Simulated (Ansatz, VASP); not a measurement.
Two plane-wave programs on SnGe2N2

```
Sn Ge N
1.0
     1.56258    0.90216   11.88191
    -1.56258    0.90216   11.88191
     0.00000   -1.80432   11.88191
Sn Ge N
1 2 2
Direct
  0.00000 0.00000 0.00000
  0.46444 0.46444 0.46444
  0.53556 0.53556 0.53556
  0.78026 0.78026 0.78026
  0.21974 0.21974 0.21974
```

Alike in both runs: functional PBE; k mesh 4 × 4 × 4; occupations gaussian, width 0.15 eV; no spin polarisation.

Ansatz relaxed the structure, and its values are those at the end. VASP's run is a single point on that final structure, the one shown.

```csv
,VASP,Ansatz
version,VASP 6.6.1,Ansatz 0.2.0
potentials or method,"VASP PAW PBE potentials, release 64 (Sn_d, Ge_d, N), cutoff 520 eV","scalar-relativistic, plane waves, PAW"
valence electrons in the cell,52,52
```

VASP gave:

| Item | Value |
| --- | --- |
| gap on the k mesh at the Fermi level (eV) | 0.14 |
| least direct gap on the mesh (eV) | 0.82 |
| pressure (GPa) | 0.1 |
| rms of the force components (eV/Å) | 0.017 |

Question: Which values does Ansatz return?

Answer: gap on the k mesh at the Fermi level (eV): 0.14; least direct gap on the mesh (eV): 0.82; pressure (GPa): 0.3; rms of the force components (eV/Å): 0.010.

The k mesh is coarse, so the values compare programs but aren't converged.
